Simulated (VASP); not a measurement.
# In2TeBr4 in VASP: further runs

Runs on In2TeBr4. Level: PBE. Tasks: single point.

All numbers are computed with VASP 6.6.1; they aren't measurements. Logs are shortened: lines on timing, memory, paths and dates and some standing lists are left out, and cuts for length are marked.

## (1) The cell of the first run

Symmetry: P6/mmm, No. 191, hexagonal system. Conventional cell: a = 6.118 Å, b = 6.118 Å, c = 10.238 Å, α = 90.00°, β = 90.00°, γ = 120.00°. Within 3.3 Å of In (site symmetry -6m2) lie 2 Br at 2.48 Å. Te (site symmetry 6/mmm) has 6 In at 3.53 Å and 12 Br at 4.31 Å within 4.6 Å. Within 3.3 Å of Br (site symmetry 3m) lie 1 In at 2.48 Å.

The cell was generated, and may not be a known phase.

## (2) Single point, PBE

Contents of INCAR:

```
ALGO = Normal ; EDIFF = 1E-6
ENCUT = 500 ; GGA = PE
GGA_COMPAT = F ; ISIF = 2
ISMEAR = 0 ; LASPH = T
LCHARG = F ; LREAL = F
LWAVE = F ; NBANDS = 39
NELM = 120 ; PREC = Accurate
SIGMA = 0.15
```

Contents of KPOINTS:

```
k-points
0
Gamma
  3 3 1
```

Contents of POSCAR:

```
In2TeBr4
1.0
    6.1183900474      0.0000000000      0.0000000000
   -3.0591950237      5.2986812113      0.0000000000
    0.0000000000      0.0000000000     10.2382546192
In Te Br
2 1 4
Direct
    0.3333333333      0.6666666667      0.0000000000
    0.6666666667      0.3333333333      0.0000000000
    0.0000000000      0.0000000000      0.0000000000
    0.3333333333      0.6666666667      0.7582171434
    0.6666666667      0.3333333333      0.7582171434
    0.6666666667      0.3333333333      0.2417828566
    0.3333333333      0.6666666667      0.2417828566
```

Potentials or basis: VASP PAW PBE potentials, release 64 (In_d, Te, Br).

Command:

```bash
$ cat potpaw_PBE.64/In_d/POTCAR potpaw_PBE.64/Te/POTCAR potpaw_PBE.64/Br/POTCAR > POTCAR
$ mpirun -np 1 vasp_std > vasp.out
```

OUTCAR:

```text
EDIFF = 1E-6
   ENCUT = 500
   GGA = PE
   ISIF = 2
   ISMEAR = 0
   LASPH = T
   LREAL = F
   NELM = 120
   PREC = Accurate

 ion  position               nearest neighbor table
   1  0.333  0.667  0.000-   4 2.48   7 2.48   2 3.53   3 3.53   2 3.53   3 3.53   3 3.53   2 3.53

   2  0.667  0.333  0.000-   5 2.48   6 2.48   1 3.53   3 3.53   1 3.53   3 3.53   3 3.53   1 3.53

   3  0.000  0.000  0.000-   1 3.53   2 3.53   1 3.53   2 3.53   2 3.53   1 3.53
   4  0.333  0.667  0.758-   1 2.48
   5  0.667  0.333  0.758-   2 2.48
   6  0.667  0.333  0.242-   2 2.48
   7  0.333  0.667  0.242-   1 2.48

  LATTYP: Found a hexagonal cell.
 ALAT       =     6.1183900474
 C/A-ratio  =     1.6733576218

  Lattice vectors:

 A1 = (   6.1183900474,   0.0000000000,   0.0000000000)
 A2 = (  -3.0591950237,   5.2986812113,   0.0000000000)
 A3 = (   0.0000000000,   0.0000000000,  10.2382546192)

Analysis of symmetry for initial positions (statically):
=====================================================================
 Subroutine PRICEL returns:
 Original cell was already a primitive cell.

 Routine SETGRP: Setting up the symmetry group for a
 hexagonal supercell.

 Subroutine GETGRP returns: Found 24 space group operations
 (whereof 24 operations were pure point group operations)
 out of a pool of 24 trial point group operations.

The static configuration has the point symmetry D_6h.

Analysis of symmetry for dynamics (positions and initial velocities):
=====================================================================
 Subroutine PRICEL returns:
 Original cell was already a primitive cell.

 Routine SETGRP: Setting up the symmetry group for a
 hexagonal supercell.

 Subroutine GETGRP returns: Found 24 space group operations
 (whereof 24 operations were pure point group operations)
 out of a pool of 24 trial point group operations.

The dynamic configuration has the point symmetry D_6h.

 Subroutine INISYM returns: Found 24 space group operations
 (whereof 24 operations are pure point group operations),
 and found     1 'primitive' translations

----------------------------------------------------------------------------------------

                                     Primitive cell

  volume of cell :     331.9181

  direct lattice vectors                    reciprocal lattice vectors
     6.118390047  0.000000000  0.000000000     0.163441688  0.094363103  0.000000000
    -3.059195024  5.298681211  0.000000000     0.000000000  0.188726206  0.000000000
     0.000000000  0.000000000 10.238254619     0.000000000  0.000000000  0.097672898

  length of vectors
     6.118390047  6.118390047 10.238254619     0.188726206  0.188726206  0.097672898

  position of ions in fractional coordinates (direct lattice)
     0.333333333  0.666666667  0.000000000
     0.666666667  0.333333333  0.000000000
     0.000000000  0.000000000  0.000000000
     0.333333333  0.666666667  0.758217143
     0.666666667  0.333333333  0.758217143
     0.666666667  0.333333333  0.241782857
     0.333333333  0.666666667  0.241782857

  ion indices of the primitive-cell ions
   primitive index   ion index
                 1           1
                 2           2
                 3           3
                 4           4
                 5           5
                 6           6
                 7           7

----------------------------------------------------------------------------------------

 KPOINTS: k-points

Automatic generation of k-mesh.
 Grid dimensions read from file:
 generate k-points for:    3    3    1

 Generating k-lattice:

  Cartesian coordinates                     Fractional coordinates (reciprocal lattice)
     0.054480563  0.031454368  0.000000000     0.333333333  0.000000000  0.000000000
     0.000000000  0.062908735  0.000000000     0.000000000  0.333333333  0.000000000
     0.000000000  0.000000000  0.097672898     0.000000000  0.000000000  1.000000000

  Length of vectors
     0.062908735  0.062908735  0.097672898

  Shift w.r.t. Gamma in fractional coordinates (k-lattice)
     0.000000000  0.000000000  0.000000000

 Subroutine IBZKPT returns following result:
 ===========================================

 Found      3 irreducible k-points:

 Following reciprocal coordinates:
            Coordinates               Weight
  0.000000  0.000000  0.000000      1.000000
  0.333333  0.000000  0.000000      6.000000
  0.333333  0.333333  0.000000      2.000000
   k-points           NKPTS =      3   k-points in BZ     NKDIM =      3   number of bands    NBANDS=     39
   number of dos      NEDOS =    301   number of ions     NIONS =      7
   total plane-waves  NPLWV = 184320
   dimension x,y,z NGX =    48 NGY =   48 NGZ =   80
   dimension x,y,z NGXF=    96 NGYF=   96 NGZF=  160
   ions per type =               2   1   4
   NGX,Y,Z   is equivalent  to a cutoff of  13.04, 13.04, 12.99 a.u.
   NGXF,Y,Z  is equivalent  to a cutoff of  26.08, 26.08, 25.98 a.u.
 SYSTEM =  unknown system
   PREC   = accura    normal or accurate (medium, high low for compatibility)
   ISTART =      0    job   : 0-new  1-cont  2-samecut
   ICHARG =      2    charge: 1-file 2-atom 10-const
   ISPIN  =      1    spin polarized calculation?
   LNONCOLLINEAR =      F non collinear calculations
   LSORBIT =      F    spin-orbit coupling
   LASPH  =      T    aspherical Exc in radial PAW
   ENCUT  =  500.0 eV  36.75 Ry    6.06 a.u.  11.16 11.16 18.67*2*pi/ulx,y,z
   NELM   =    120;   NELMIN=  2; NELMDL= -5     # of ELM steps
   EDIFF  = 0.1E-05   stopping-criterion for ELM
   LREAL  =      F    real-space projection
[... 7 lines left out ...]
   TEBEG  =    0.0;   TEEND  =   0.0 temperature during run
   PSTRESS=    0.0 pullay stress
   NELECT =      60.0000    total number of electrons
   NUPDOWN=      -1.0000    fix difference up-down
   EMIN   =  10.00;   EMAX   =-10.00  energy-range for DOS
   EFERMI =   0.00;   METHOD = LEGACY
   ISMEAR =     0;   SIGMA  =   0.15  broadening in eV -4-tet -1-fermi 0-gaus
   EFERMI_NEDOS =   21; number of points for ismear=-14 and -15
   IALGO  =     38    algorithm
   IMIX   =      4    mixing-type and parameters
     AMIX     =   0.40;   BMIX     =  1.00
     AMIX_MAG =   1.60;   BMIX_MAG =  1.00
  volume/ion in A,a.u.               =      47.42       319.98
  Fermi-wavevector in a.u.,A,eV,Ry     =   0.925653  1.749231 11.657931  0.856834
  Thomas-Fermi vector in A             =   2.051531
   LORBIT       =      0    0 simple, 1 ext, 2 COOP (PROOUT), +10 PAW based schemes
   GGA     = PE    functional components
   LHFCALC =     F    Hartree Fock is set to
   AEXX    =    0.0000 exact exchange contribution
   IVDW    =     0    specifies the selected vdW correction
   LEPSILON=     F    determine dielectric tensor
   LRPA    =     F    only Hartree local field effects (RPA)
 non-spin polarized calculation
 Gauss-broadening in eV      SIGMA  =   0.15
  energy-cutoff  :      500.00
  volume of cell :      331.92
 maximum number of plane-waves:      8433
 NGX is ok and might be reduce to    48
   NGX = 23   NGY = 23   NGZ = 37

 number of electron      59.9999982 magnetization

 Free energy of the ion-electron system (eV)
  ---------------------------------------------------
  ext. energy  EPLUGINS =         0.00000000
  ---------------------------------------------------
  free energy    TOTEN  =       -15.90186564 eV

  energy without entropy =      -15.84587949  energy(sigma->0) =      -15.87387257

 E-fermi :  -0.1348     XC(G=0):  -6.5574

 val. band max:       -0.2283807255   @ k =   0.3333   0.0000   0.0000
 cond. band min:       0.0501176078   @ k =   0.3333   0.0000   0.0000
 fundamental gap:      0.2784983334
 Fermi energy:        -0.1348344835

 k-point     1 :       0.0000    0.0000    0.0000
  band No.  band energies     occupation
      1     -16.0296      2.00000
      2     -15.8827      2.00000
      3     -15.3273      2.00000
      4     -15.3273      2.00000
      5     -15.2762      2.00000
      6     -15.2762      2.00000
[... 31 lines left out ...]
     38       6.2986      0.00000
     39       6.6076      0.00000

 k-point     2 :       0.3333    0.0000    0.0000
  band No.  band energies     occupation
      1     -15.9974      2.00000
      2     -15.9126      2.00000
      3     -15.3539      2.00000
      4     -15.3434      2.00000
      5     -15.2641      2.00000
      6     -15.2468      2.00000
[... 31 lines left out ...]
     38       5.6424      0.00000
     39       6.6877      0.00000

 k-point     3 :       0.3333    0.3333    0.0000
  band No.  band energies     occupation
      1     -15.9544      2.00000
      2     -15.9544      2.00000
      3     -15.3806      2.00000
      4     -15.3025      2.00000
      5     -15.3025      2.00000
      6     -15.2233      2.00000
[... 31 lines left out ...]
     38       5.9883      0.00000
     39       5.9883      0.00000

------------------------ aborting loop because EDIFF is reached ----------------------------------------

  FORCE on cell =-STRESS in cart. coord.  units (eV):
  Direction    XX          YY          ZZ          XY          YZ          ZX
  --------------------------------------------------------------------------------------
  -------------------------------------------------------------------------------------
  Total        0.7555580      0.7555580      0.3808157      0.0000000     -0.0000000      0.0000000
  in kB        3.6470985      3.6470985      1.8382076      0.0000000     -0.0000000      0.0000000
  external PRESSURE =       3.0441348 kB  Pullay stress =       0.0000000 kB

 VOLUME and BASIS-vectors are now :
 -----------------------------------------------------------------------------
  energy-cutoff  :      500.00
  volume of cell :      331.92
      direct lattice vectors                 reciprocal lattice vectors
     6.118390047  0.000000000  0.000000000     0.163441688  0.094363103  0.000000000
    -3.059195024  5.298681211  0.000000000     0.000000000  0.188726206  0.000000000
     0.000000000  0.000000000 10.238254619     0.000000000  0.000000000  0.097672898

 POSITION                                       TOTAL-FORCE (eV/Angst)
 -----------------------------------------------------------------------------------
     -0.00000      3.53245      0.00000         0.000000      0.000000      0.000000
      3.05920      1.76623      0.00000         0.000000     -0.000000      0.000000
      0.00000      0.00000      0.00000         0.000000     -0.000000      0.000000
     -0.00000      3.53245      7.76282        -0.000000     -0.000000     -0.007937
      3.05920      1.76623      7.76282         0.000000      0.000000     -0.007937
      3.05920      1.76623      2.47543        -0.000000      0.000000      0.007937
     -0.00000      3.53245      2.47543        -0.000000     -0.000000      0.007937
 -----------------------------------------------------------------------------------
    total drift:                               -0.000000      0.000000      0.000000

  FREE ENERGIE OF THE ION-ELECTRON SYSTEM (eV)
  ---------------------------------------------------
  free  energy   TOTEN  =       -15.9018656428 eV

  energy  without entropy=      -15.8458794920  energy(sigma->0) =      -15.87387257
```

It took 2.1 min on 1 thread of Intel Xeon 8259CL, shared host; peak memory 0.45 GiB.

What came out:

```yaml
Free_energy: -15.9019 eV
Pressure: 0.3 GPa
Largest_force: 0.008 eV/Å
Band_gap_on_the_k_mesh: zero (bands 30 and 31 overlap by 0.19 eV)
```

Forces on the atoms (eV/Å):
```
In   0.000  0.000  0.000
In   0.000  0.000  0.000
Te   0.000  0.000  0.000
Br   0.000  0.000 -0.008
Br   0.000  0.000 -0.008
Br   0.000  0.000  0.008
Br   0.000  0.000  0.008
```

Caveat: the k points lie up to 0.61 Å⁻¹ apart; semilocal functionals underestimate gaps, and a narrow one can read as zero; spin-orbit coupling is left out, which moves the levels of the heavy elements; this functional lacks dispersion, which binds layers or chains, so the pressure and a relaxed spacing across them are unreliable.

## (3) Single point, PBE

This run uses another cell than the first one, of 50.06 Å³/atom.

INCAR is that of step 2.

KPOINTS is that of step 2.

Contents of POSCAR:

```
In2TeBr4
1.0
    5.4275840945      0.0000000000      0.0000000000
   -2.7137920472      4.7004257070      0.0000000000
    0.0000000000      0.0000000000     13.7345598352
In Te Br
2 1 4
Direct
    0.0000000000      0.0000000000      0.1080536889
    0.0000000000      0.0000000000      0.8919463111
    0.0000000000      0.0000000000      0.5000000000
    0.0000000000      0.0000000000      0.6990880810
    0.0000000000      0.0000000000      0.3009119190
    0.3333333333      0.6666666667      0.4999691900
    0.6666666667      0.3333333333      0.5000308100
```

Potentials or basis: VASP PAW PBE potentials, release 64 (In_d, Te, Br).

Command:

```bash
$ cat potpaw_PBE.64/In_d/POTCAR potpaw_PBE.64/Te/POTCAR potpaw_PBE.64/Br/POTCAR > POTCAR
$ mpirun -np 1 vasp_std > vasp.out
```

OUTCAR:

```text
EDIFF = 1E-6
   ENCUT = 500
   GGA = PE
   ISIF = 2
   ISMEAR = 0
   LASPH = T
   LREAL = F
   NELM = 120
   PREC = Accurate

 ion  position               nearest neighbor table
   1  0.000  0.000  0.108-   5 2.65   2 2.97
   2  0.000  0.000  0.892-   4 2.65   1 2.97
   3  0.000  0.000  0.500-   4 2.73   5 2.73   6 3.13   7 3.13   6 3.13   7 3.13   7 3.13   6 3.13

   4  0.000  0.000  0.699-   2 2.65   3 2.73
   5  0.000  0.000  0.301-   1 2.65   3 2.73
   6  0.333  0.667  0.500-   3 3.13   3 3.13   3 3.13
   7  0.667  0.333  0.500-   3 3.13   3 3.13   3 3.13

  LATTYP: Found a hexagonal cell.
 ALAT       =     5.4275840945
 C/A-ratio  =     2.5305107385

  Lattice vectors:

 A1 = (   5.4275840945,   0.0000000000,   0.0000000000)
 A2 = (  -2.7137920472,   4.7004257070,   0.0000000000)
 A3 = (   0.0000000000,   0.0000000000,  13.7345598352)

Analysis of symmetry for initial positions (statically):
=====================================================================
 Subroutine PRICEL returns:
 Original cell was already a primitive cell.
[... 163 lines left out ...]
 fundamental gap:      0.3494911140
 Fermi energy:         0.7310581263

 k-point     1 :       0.0000    0.0000    0.0000
  band No.  band energies     occupation
      1     -15.2915      2.00000
      2     -15.0757      2.00000
      3     -14.5975      2.00000
      4     -14.5015      2.00000
      5     -14.5015      2.00000
      6     -14.4826      2.00000
[... 115 lines left out ...]
     38       6.5029      0.00000
     39       6.5029      0.00000

------------------------ aborting loop because EDIFF is reached ----------------------------------------

  FORCE on cell =-STRESS in cart. coord.  units (eV):
  Direction    XX          YY          ZZ          XY          YZ          ZX
  --------------------------------------------------------------------------------------
  -------------------------------------------------------------------------------------
  Total        0.5646752      0.5646752      1.7279093      0.0000000      0.0000000      0.0000000
  in kB        2.5819679      2.5819679      7.9008357      0.0000000      0.0000000      0.0000000
  external PRESSURE =       4.3549238 kB  Pullay stress =       0.0000000 kB

 VOLUME and BASIS-vectors are now :
 -----------------------------------------------------------------------------
  energy-cutoff  :      500.00
  volume of cell :      350.40
      direct lattice vectors                 reciprocal lattice vectors
     5.427584095  0.000000000  0.000000000     0.184244036  0.106373344  0.000000000
    -2.713792047  4.700425707  0.000000000     0.000000000  0.212746688  0.000000000
     0.000000000  0.000000000 13.734559835     0.000000000  0.000000000  0.072809032

 POSITION                                       TOTAL-FORCE (eV/Angst)
 -----------------------------------------------------------------------------------
      0.00000      0.00000      1.48407        -0.000000      0.000000      0.037795
      0.00000      0.00000     12.25049         0.000000     -0.000000     -0.037795
      0.00000      0.00000      6.86728         0.000000      0.000000     -0.000000
      0.00000      0.00000      9.60167         0.000000      0.000000      0.005854
      0.00000      0.00000      4.13289        -0.000000     -0.000000     -0.005854
     -0.00000      3.13362      6.86686        -0.000000     -0.000000      0.000089
      2.71379      1.56681      6.86770        -0.000000      0.000000     -0.000089
 -----------------------------------------------------------------------------------
    total drift:                                0.000000     -0.000000      0.000000

  FREE ENERGIE OF THE ION-ELECTRON SYSTEM (eV)
  ---------------------------------------------------
  free  energy   TOTEN  =       -14.9334986695 eV

  energy  without entropy=      -14.8553706652  energy(sigma->0) =      -14.89443467
```

It took 2.8 min on 1 thread of Intel Xeon 8259CL, shared host; peak memory 0.42 GiB.

What came out:

| Item | Value |
| --- | --- |
| Free energy | -14.9335 eV |
| Pressure | 0.4 GPa |
| Largest force | 0.038 eV/Å |
| Band gap on the k mesh | zero (bands 30 and 31 overlap by 1.35 eV) |

Forces in eV/Å, atoms in the order of the input:
```
In   0.000  0.000  0.038
In   0.000  0.000 -0.038
Te   0.000  0.000  0.000
Br   0.000  0.000  0.006
Br   0.000  0.000 -0.006
Br   0.000  0.000  0.000
Br   0.000  0.000  0.000
```

Levels at points of the mesh, in eV from the Fermi level:
```
           k point  band 26  band 27  band 28  band 29  band 30  band 31  band 32  band 33
(0.00, 0.00, 0.00)    -2.61    -2.61    -2.23    -1.26     1.37     1.37     1.61     1.98
```

Caveat: the k points lie up to 0.46 Å⁻¹ apart, too coarse for converged energies and pressures of a metal; spin-orbit coupling is left out, which moves the levels of the heavy elements.

The gap in the log of VASP goes by the Fermi energy; the results here count the filled bands.